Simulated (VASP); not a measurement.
Wanted: the native input for a VASP 6.6.1 run.

* Task: single point
* Functional: PBE
* Potentials or basis: VASP PAW PBE potentials, release 64 (Mg, B)
* Cutoff: 520 eV
* k mesh: 12 × 12 × 6
* Occupations: fermi-dirac, width 0.02 eV
* Spin: no spin polarisation
* Dipole correction: no
* Further INCAR settings: ALGO = Normal; EDIFF = 1e-07; NBANDS = 11

The structure of MgB2 lies in POSCAR:

```
MgB2
1.0
    3.0774890269      0.0000000000      0.0000000000
   -1.5387445134      2.6651836771      0.0000000000
    0.0000000000      0.0000000000      3.5160907685
Mg B
1 2
Direct
    0.0000000000      0.0000000000      0.0000000000
    0.3333333333      0.6666666667      0.5000000000
    0.6666666667      0.3333333333      0.5000000000
```

The input as run:

INCAR

```
ALGO = Normal
EDIFF = 1E-7
ENCUT = 520
GGA = PE
ISIF = 2
ISMEAR = -1
LASPH = T
LCHARG = F
LREAL = F
LWAVE = F
NBANDS = 11
NELM = 80
PREC = Accurate
SIGMA = 0.02
```

KPOINTS

```
k-points
0
Gamma
  12 12 6
```

Potentials or basis: VASP PAW PBE potentials, release 64 (Mg, B).

Run with:

```sh
$ cat potpaw_PBE.64/Mg/POTCAR potpaw_PBE.64/B/POTCAR > POTCAR
$ mpirun -np 1 vasp_std > vasp.out
```

It gave:

```
Pressure               : -0.2 GPa
Band gap on the k mesh : zero (band 4 reaches 7.10 eV, above the bottom of band 5 at 3.29 eV)
```

Wall time 8 s on 1 thread of Intel(R) Xeon(R) 6975P-C (Granite Rapids), with other jobs on the host, peak memory 0.16 GiB.
